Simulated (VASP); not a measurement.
# Se (Fd-3m) in VASP: notebook

Se is run at these levels: LDA; tasks: single point.

Everything below comes from runs of VASP 6.6.1. Logs are shortened: lines on timing, memory, paths and dates and some standing lists are left out, and cuts for length are marked.

### 1 The cell of the first run

Symmetry: Fd-3m, No. 227, cubic system. The conventional cell has a = 6.000 Å, b = 6.000 Å, c = 6.000 Å, α = 90.00°, β = 90.00°, γ = 90.00°. Se (site symmetry -43m) has 4 Se at 2.60 Å within 3.4 Å.

This isn't the form of Se at room conditions, which is trigonal, of chains.

### 2 Single point, LDA (27.00 Å³/atom)

File INCAR:

```
PREC = Accurate
ENCUT = 520
EDIFF = 1E-6
ISMEAR = -1
SIGMA = 0.08
LREAL = F
LASPH = T
NELM = 100
ALGO = Normal
ISIF = 2
LWAVE = F
LCHARG = T
GGA = CA
LELF = T
LVHAR = T
NBANDS = 13
```

File KPOINTS:

```
regular mesh
0
Gamma
  11 11 11
```

File POSCAR:

```
Se
1.0
    0.0000000000      2.9998511566      2.9998511566
    2.9998511566      0.0000000000      2.9998511566
    2.9998511566      2.9998511566      0.0000000000
Se
2
Direct
   -0.1250000000     -0.1250000000     -0.1250000000
    0.1250000000      0.1250000000      0.1250000000
```

Potentials or basis: VASP PAW LDA potentials, release 64 (Se).

The run is started by

```
cat potpaw_LDA.64/Se/POTCAR > POTCAR
mpirun -np 1 vasp_std > vasp.out
```

OUTCAR:

```text
PREC = Accurate
   ENCUT = 520
   EDIFF = 1E-6
   ISMEAR = -1
   LREAL = F
   LASPH = T
   NELM = 100
   ISIF = 2
   GGA = CA

 ion  position               nearest neighbor table
   1  0.875  0.875  0.875-   2 2.60   2 2.60   2 2.60   2 2.60
   2  0.125  0.125  0.125-   1 2.60   1 2.60   1 2.60   1 2.60

  LATTYP: Found a face centered cubic cell.
 ALAT       =     5.9997023132

  Lattice vectors:

 A1 = (   0.0000000000,   2.9998511566,   2.9998511566)
 A2 = (   2.9998511566,   0.0000000000,   2.9998511566)
 A3 = (   2.9998511566,   2.9998511566,   0.0000000000)

Analysis of symmetry for initial positions (statically):
=====================================================================
 Subroutine PRICEL returns:
 Original cell was already a primitive cell.

 Routine SETGRP: Setting up the symmetry group for a
 face centered cubic supercell.

 Subroutine GETGRP returns: Found 48 space group operations
 (whereof 12 operations were pure point group operations)
 out of a pool of 48 trial point group operations.

The static configuration has the point symmetry D_3d.
 The point group associated with its full space group is O_h .

Analysis of symmetry for dynamics (positions and initial velocities):
=====================================================================
 Subroutine PRICEL returns:
 Original cell was already a primitive cell.

 Routine SETGRP: Setting up the symmetry group for a
 face centered cubic supercell.

 Subroutine GETGRP returns: Found 48 space group operations
 (whereof 12 operations were pure point group operations)
 out of a pool of 48 trial point group operations.

The dynamic configuration has the point symmetry D_3d.
 The point group associated with its full space group is O_h .

 Subroutine INISYM returns: Found 48 space group operations
 (whereof 12 operations are pure point group operations),
 and found     1 'primitive' translations

----------------------------------------------------------------------------------------

                                     Primitive cell

  volume of cell :      53.9920

  direct lattice vectors                    reciprocal lattice vectors
     0.000000000  2.999851157  2.999851157    -0.166674936  0.166674936  0.166674936
     2.999851157  0.000000000  2.999851157     0.166674936 -0.166674936  0.166674936
     2.999851157  2.999851157  0.000000000     0.166674936  0.166674936 -0.166674936

  length of vectors
     4.242430191  4.242430191  4.242430191     0.288689458  0.288689458  0.288689458

  position of ions in fractional coordinates (direct lattice)
     0.875000000  0.875000000  0.875000000
     0.125000000  0.125000000  0.125000000

  ion indices of the primitive-cell ions
   primitive index   ion index
                 1           1
                 2           2

----------------------------------------------------------------------------------------

 KPOINTS: regular mesh

Automatic generation of k-mesh.
 Grid dimensions read from file:
 generate k-points for:   11   11   11

 Generating k-lattice:

  Cartesian coordinates                     Fractional coordinates (reciprocal lattice)
    -0.015152267  0.015152267  0.015152267     0.090909091  0.000000000  0.000000000
     0.015152267 -0.015152267  0.015152267     0.000000000  0.090909091  0.000000000
     0.015152267  0.015152267 -0.015152267     0.000000000  0.000000000  0.090909091

  Length of vectors
     0.026244496  0.026244496  0.026244496

  Shift w.r.t. Gamma in fractional coordinates (k-lattice)
     0.000000000  0.000000000  0.000000000

 Subroutine IBZKPT returns following result:
 ===========================================

 Found     56 irreducible k-points:

 Following reciprocal coordinates:
            Coordinates               Weight
  0.000000  0.000000  0.000000      1.000000
  0.090909  0.000000  0.000000      8.000000
  0.181818  0.000000  0.000000      8.000000
  0.272727  0.000000  0.000000      8.000000
  0.363636  0.000000  0.000000      8.000000
  0.454545  0.000000  0.000000      8.000000
[... 16 lines left out ...]
 -0.272727  0.181818  0.000000     24.000000
 -0.181818  0.181818  0.000000     12.000000
 [... further k-points ...]
   k-points           NKPTS =     56   k-points in BZ     NKDIM =     56   number of bands    NBANDS=     13
   number of dos      NEDOS =    301   number of ions     NIONS =      2
   total plane-waves  NPLWV =  32768
   dimension x,y,z NGX =    32 NGY =   32 NGZ =   32
   dimension x,y,z NGXF=    64 NGYF=   64 NGZF=   64
   ions per type =               2
   NGX,Y,Z   is equivalent  to a cutoff of  12.54, 12.54, 12.54 a.u.
   NGXF,Y,Z  is equivalent  to a cutoff of  25.08, 25.08, 25.08 a.u.
 SYSTEM =  unknown system
   PREC   = accura    normal or accurate (medium, high low for compatibility)
   ISTART =      0    job   : 0-new  1-cont  2-samecut
   ICHARG =      2    charge: 1-file 2-atom 10-const
   ISPIN  =      1    spin polarized calculation?
   LNONCOLLINEAR =      F non collinear calculations
   LSORBIT =      F    spin-orbit coupling
   LASPH  =      T    aspherical Exc in radial PAW
   ENCUT  =  520.0 eV  38.22 Ry    6.18 a.u.   7.89  7.89  7.89*2*pi/ulx,y,z
   NELM   =    100;   NELMIN=  2; NELMDL= -5     # of ELM steps
   EDIFF  = 0.1E-05   stopping-criterion for ELM
   LREAL  =      F    real-space projection
   EDIFFG = 0.1E-04   stopping-criterion for IOM
   NSW    =      0    number of steps for IOM
   IBRION =     -1    ionic relax: 0-MD 1-quasi-New 2-CG
   NFREE  =      0    steps in history (QN), initial steepest desc. (CG)
   ISIF   =      2    stress and relaxation
   ISYM   =      2    0-nonsym 1-usesym 2-fastsym
   POTIM  = 0.5000    time-step for ionic-motion
   TEBEG  =    0.0;   TEEND  =   0.0 temperature during run
   PSTRESS=    0.0 pullay stress
   NELECT =      12.0000    total number of electrons
   NUPDOWN=      -1.0000    fix difference up-down
   EMIN   =  10.00;   EMAX   =-10.00  energy-range for DOS
   EFERMI =   0.00;   METHOD = LEGACY
   ISMEAR =    -1;   SIGMA  =   0.08  broadening in eV -4-tet -1-fermi 0-gaus
   EFERMI_NEDOS =   21; number of points for ismear=-14 and -15
   IALGO  =     38    algorithm
   IMIX   =      4    mixing-type and parameters
     AMIX     =   0.40;   BMIX     =  1.00
     AMIX_MAG =   1.60;   BMIX_MAG =  1.00
  volume/ion in A,a.u.               =      27.00       182.18
  Fermi-wavevector in a.u.,A,eV,Ry     =   0.991651  1.873949 13.379586  0.983372
  Thomas-Fermi vector in A             =   2.123407
   LORBIT       =      0    0 simple, 1 ext, 2 COOP (PROOUT), +10 PAW based schemes
   GGA     = CA    functional components
   LHFCALC =     F    Hartree Fock is set to
   AEXX    =    0.0000 exact exchange contribution
   IVDW    =     0    specifies the selected vdW correction
   LEPSILON=     F    determine dielectric tensor
   LRPA    =     F    only Hartree local field effects (RPA)
 non-spin polarized calculation
  energy-cutoff  :      520.00
  volume of cell :       53.99
 maximum number of plane-waves:      1468
   NGX = 15   NGY = 15   NGZ = 15

 number of electron      12.0000004 magnetization

 Free energy of the ion-electron system (eV)
  ---------------------------------------------------
  ext. energy  EPLUGINS =         0.00000000
  ---------------------------------------------------
  free energy    TOTEN  =        -7.15975690 eV

  energy without entropy =       -7.12487969  energy(sigma->0) =       -7.14231829

 E-fermi :   3.4621     XC(G=0):  -9.1700

 val. band max:        3.4450698401   @ k =  -0.4545   0.1818   0.0909
 cond. band min:       3.4691143280   @ k =   0.4545   0.0909   0.0000
 fundamental gap:      0.0240444879
 Fermi energy:         3.4620859924

 k-point     1 :       0.0000    0.0000    0.0000
  band No.  band energies     occupation
      1     -12.9330      2.00000
      2      -6.3051      2.00000
      3      -0.4926      2.00000
      4      -0.4926      2.00000
      5      -0.4926      2.00000
      6       2.4688      1.99999
      7       2.4688      1.99999
      8       2.4688      1.99999
      9       7.5366      0.00000
     10      10.9374      0.00000
     11      10.9374      0.00000
     12      12.9401      0.00000
     13      12.9401      0.00000

 k-point     2 :       0.0909    0.0000    0.0000
  band No.  band energies     occupation
      1     -12.8665      2.00000
      2      -6.5181      2.00000
      3      -0.5862      2.00000
      4      -0.5862      2.00000
      5      -0.5046      2.00000
      6       2.6002      1.99996
      7       2.6089      1.99995
      8       2.6089      1.99995
      9       7.8627      0.00000
     10      10.6350      0.00000
     11      10.6350      0.00000
     12      12.6315      0.00000
     13      13.5461      0.00000

 k-point     3 :       0.1818    0.0000    0.0000
  band No.  band energies     occupation
      1     -12.6731      2.00000
      2      -7.0672      2.00000
      3      -0.8030      2.00000
      4      -0.8030      2.00000
      5      -0.6090      2.00000
      6       2.9414      1.99702
      7       2.9414      1.99702
      8       3.0807      1.98313
      9       8.6315      0.00000
     10      10.2689      0.00000
     11      10.2689      0.00000
     12      12.1891      0.00000
     13      14.8149      0.00000
[... 305 lines left out ...]
 k-point    23 :      -0.2727    0.1818    0.0000
  band No.  band energies     occupation
      1     -11.9222      2.00000
      2      -8.5806      2.00000
      3      -2.3391      2.00000
      4      -1.2329      2.00000
      5       0.2704      2.00000
      6       3.5022      0.75467
      7       3.7109      0.08538
      8       4.6591      0.00000
      9       9.6731      0.00000
     10       9.7245      0.00000
     11      10.8252      0.00000
     12      13.1208      0.00000
     13      14.5275      0.00000

 k-point    24 :      -0.1818    0.1818    0.0000
  band No.  band energies     occupation
      1     -12.2639      2.00000
      2      -7.9711      2.00000
      3      -1.9576      2.00000
      4      -0.9849      2.00000
      5       0.0859      2.00000
      6       3.1374      1.96602
      7       3.2879      1.79647
      8       4.2507      0.00010
      9       9.5104      0.00000
     10       9.7031      0.00000
     11      10.4782      0.00000
     12      13.6183      0.00000
     13      14.3686      0.00000

 [... further k-points ...]

------------------------ aborting loop because EDIFF is reached ----------------------------------------

  FORCE on cell =-STRESS in cart. coord.  units (eV):
  Direction    XX          YY          ZZ          XY          YZ          ZX
  --------------------------------------------------------------------------------------
  -------------------------------------------------------------------------------------
  Total        1.6197315      1.6197315      1.6197315      0.0000000      0.0000000      0.0000000
  in kB       48.0645074     48.0645074     48.0645074      0.0000000      0.0000000      0.0000000
  external PRESSURE =      48.0645074 kB  Pullay stress =       0.0000000 kB

 VOLUME and BASIS-vectors are now :
 -----------------------------------------------------------------------------
  energy-cutoff  :      520.00
  volume of cell :       53.99
      direct lattice vectors                 reciprocal lattice vectors
     0.000000000  2.999851157  2.999851157    -0.166674936  0.166674936  0.166674936
     2.999851157  0.000000000  2.999851157     0.166674936 -0.166674936  0.166674936
     2.999851157  2.999851157  0.000000000     0.166674936  0.166674936 -0.166674936

 POSITION                                       TOTAL-FORCE (eV/Angst)
 -----------------------------------------------------------------------------------
      5.24974      5.24974      5.24974        -0.000000     -0.000000     -0.000000
      0.74996      0.74996      0.74996         0.000000      0.000000      0.000000
 -----------------------------------------------------------------------------------
    total drift:                                0.000000      0.000000     -0.000000

  FREE ENERGIE OF THE ION-ELECTRON SYSTEM (eV)
  ---------------------------------------------------
  free  energy   TOTEN  =        -7.1597569010 eV

  energy  without entropy=       -7.1248796858  energy(sigma->0) =       -7.14231829
```

Wall time 20 s (1 thread of Intel Xeon Platinum 8488C (Sapphire Rapids), shared host); peak memory 0.16 GiB.

What came out:

| Item | Value |
| --- | --- |
| Free energy | -7.1598 eV |
| Pressure | 4.8 GPa |
| Band gap on the k mesh | zero (bands 6 and 7 overlap by 1.24 eV) |

Caveat: the cell stands under pressure.

### 3 Single point, LDA (27.00 Å³/atom)

File INCAR:

```
SYSTEM = Se
ALGO = Normal
EDIFF = 1E-6
ENCUT = 520
GGA = CA
ISIF = 2
ISMEAR = -1
LASPH = .TRUE.
LCHARG = .FALSE.
LREAL = .FALSE.
LWAVE = .FALSE.
NBANDS = 13
NELM = 100
PREC = Accurate
SIGMA = 0.08
```

File KPOINTS:

```
k-points
0
G
  11 11 11
  0 0 0
```

POSCAR is that of step 2.

Potentials or basis: VASP PAW LDA potentials, release 64 (Se).

The run is started by

```
cat potpaw_LDA.64/Se/POTCAR > POTCAR
mpirun -np 1 vasp_std > vasp.out
```

OUTCAR:

```text
SYSTEM = Se
   EDIFF = 1E-6
   ENCUT = 520
   GGA = CA
   ISIF = 2
   ISMEAR = -1
   LASPH = .TRUE.
   LREAL = .FALSE.
   NELM = 100
   PREC = Accurate

 ion  position               nearest neighbor table
   1  0.875  0.875  0.875-   2 2.60   2 2.60   2 2.60   2 2.60
   2  0.125  0.125  0.125-   1 2.60   1 2.60   1 2.60   1 2.60

  LATTYP: Found a face centered cubic cell.
 ALAT       =     5.9997023132

  Lattice vectors:

 A1 = (   0.0000000000,   2.9998511566,   2.9998511566)
[... 571 lines left out ...]
------------------------ aborting loop because EDIFF is reached ----------------------------------------

  FORCE on cell =-STRESS in cart. coord.  units (eV):
  Direction    XX          YY          ZZ          XY          YZ          ZX
  --------------------------------------------------------------------------------------
  -------------------------------------------------------------------------------------
  Total        1.6197315      1.6197315      1.6197315      0.0000000      0.0000000      0.0000000
  in kB       48.0645074     48.0645074     48.0645074      0.0000000      0.0000000      0.0000000
  external PRESSURE =      48.0645074 kB  Pullay stress =       0.0000000 kB

 VOLUME and BASIS-vectors are now :
 -----------------------------------------------------------------------------
  energy-cutoff  :      520.00
  volume of cell :       53.99
      direct lattice vectors                 reciprocal lattice vectors
     0.000000000  2.999851157  2.999851157    -0.166674936  0.166674936  0.166674936
     2.999851157  0.000000000  2.999851157     0.166674936 -0.166674936  0.166674936
     2.999851157  2.999851157  0.000000000     0.166674936  0.166674936 -0.166674936

 POSITION                                       TOTAL-FORCE (eV/Angst)
 -----------------------------------------------------------------------------------
      5.24974      5.24974      5.24974        -0.000000     -0.000000     -0.000000
      0.74996      0.74996      0.74996         0.000000      0.000000      0.000000
 -----------------------------------------------------------------------------------
    total drift:                                0.000000      0.000000     -0.000000

  FREE ENERGIE OF THE ION-ELECTRON SYSTEM (eV)
  ---------------------------------------------------
  free  energy   TOTEN  =        -7.1597569010 eV

  energy  without entropy=       -7.1248796858  energy(sigma->0) =       -7.14231829
```

stdout:

```text
POSCAR found type information on POSCAR Se
 POSCAR found :  1 types and       2 ions
 scaLAPACK will be used
 LDA part: xc-table for (Slater(with rela. corr.)+CA(PZ))
 , standard interpolation
 POSCAR, INCAR and KPOINTS ok, starting setup
 FFT: planning ... GRIDC
 FFT: planning ... GRID_SOFT
 FFT: planning ... GRID
 WAVECAR not read
 entering main loop
```

It took 18 s on 1 thread of Intel Xeon Platinum 8488C (Sapphire Rapids), shared host; peak memory 0.16 GiB.

What came out:

- Free energy: -7.1598 eV
- Pressure: 4.8 GPa
- Band gap on the k mesh: zero (bands 6 and 7 overlap by 1.24 eV)

Levels at points of the mesh, in eV from the Fermi level:
| k point | band 3 | band 4 | band 5 | band 6 | band 7 | band 8 | band 9 | band 10 |
| --- | --- | --- | --- | --- | --- | --- | --- | --- |
| (0.00, 0.00, 0.00) | -3.95 | -3.95 | -3.95 | -0.99 | -0.99 | -0.99 | 4.07 | 7.48 |

Caveat: the cell stands under pressure.
